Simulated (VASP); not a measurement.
Input of a VASP 6.6.1 run:

Contents of INCAR:

```
PREC     = Accurate       # precision mode
ENCUT    = 520            # plane-wave cutoff, eV
EDIFF    = 1E-7           # SCF threshold, eV
ISMEAR   = 0              # smearing method
SIGMA    = 0.014          # smearing width, eV
LREAL    = False          # projectors in reciprocal space
LASPH    = True           # aspherical terms in the spheres
NELM     = 80             # most SCF steps
ALGO     = Normal         # electronic algorithm
ISIF     = 2              # what is computed and relaxed
LWAVE    = False          # write WAVECAR
LCHARG   = True           # write CHGCAR
GGA      = PE             # functional
LELF     = True           # ELF
LVHAR    = True         
NBANDS   = 11             # bands
```

The input KPOINTS:

```
regular mesh
0
Gamma
  9 9 9
```

POSCAR

```
MgS
1.0
    0.0000000000      2.6016500000      2.6016500000
    2.6016500000      0.0000000000      2.6016500000
    2.6016500000      2.6016500000      0.0000000000
S Mg
1 1
Direct
    0.5000000000      0.5000000000      0.5000000000
    0.0000000000      0.0000000000      0.0000000000
```

Potentials or basis: VASP PAW PBE potentials, release 64 (S, Mg).

Launch:

```bash
$ cat potpaw_PBE.64/S/POTCAR potpaw_PBE.64/Mg/POTCAR > POTCAR
$ mpirun -np 1 vasp_std > vasp.out
```

Problem. What does it give for the pressure?

Solution. 0.9 GPa.

Problem. Estimate the band gap on the k mesh.

Solution. 2.91 eV, indirect (least direct gap 3.71 eV).

A k mesh can miss the band edges.
